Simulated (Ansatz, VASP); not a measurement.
Ge: VASP beside Ansatz

INCAR

```
PREC = Accurate
ENCUT = 520
EDIFF = 1E-6
ISMEAR = 0
SIGMA = 0.15
LREAL = False
LASPH = True
NELM = 80
ALGO = Normal
ISIF = 2
LWAVE = False
LCHARG = True
GGA = PS
LELF = True
LVHAR = True
NBANDS = 21
```

Contents of KPOINTS:

```
Automatic mesh
0
Gamma
  20 20 20
```

File POSCAR:

```
Ge
1.0
   -2.4584595300      2.6111000550      1.3938385900
    2.4584595300     -2.6111000550      1.3938385900
    2.4584595300      2.6111000550     -1.3938385900
Ge
2
Direct
    0.1859430000      0.9359430000      0.2500000000
    0.8140570000      0.0640570000      0.7500000000
```

Input for Ansatz:

```yaml
crystal:
  lattice:
    - [-2.45845953, 2.611100055, 1.39383859]
    - [2.45845953, -2.611100055, 1.39383859]
    - [2.45845953, 2.611100055, -1.39383859]
  atoms:
    - { symbol: Ge, position: [0.185943, 0.935943, 0.25] }
    - { symbol: Ge, position: [0.814057, 0.064057, 0.75] }
basis:
  ecutwfc: 420
kpoints:
  mp_grid: { grid: [20, 20, 20] }
hamiltonian:
  xc: pbesol
scf:
  occupations: { method: gaussian, width: 0.15 }
output:
  forces: true
  stress: true
  eigenvalues: true
```

Change from the starting cell: strain -0.015 along x and y, -0.030 along z, atoms carried along.

Alike in both runs: task single point; functional PBEsol; k mesh 20 × 20 × 20; occupations gaussian, width 0.15 eV; no spin polarisation.

```csv
,VASP,Ansatz
version,VASP 6.6.1,Ansatz 0.2.0
potentials or method,"VASP PAW PBE potentials, release 64 (Ge_d), cutoff 520 eV","scalar-relativistic, plane waves, PAW"
valence electrons in the cell,28,28
```

Ansatz gave:

| Item | Value |
| --- | --- |
| gap on the k mesh at the Fermi level (eV) | none |
| pressure (GPa) | 2.1 |
| traceless stress, the component that is largest in VASP (GPa) | -1.49 |
| rms of the force components (eV/Å) | 0.026 |

Problem. Estimate VASP's values.

Solution. gap on the k mesh at the Fermi level (eV): none; pressure (GPa): 2.0; traceless stress, the component that is largest in VASP (GPa): -1.52; rms of the force components (eV/Å): 0.027.

VASP's potentials were made for PBE, not for PBEsol. Atom by atom the forces differ by 0.001 eV/Å (rms over components). A gap of «none» marks a metal or a gap that the smearing closes.
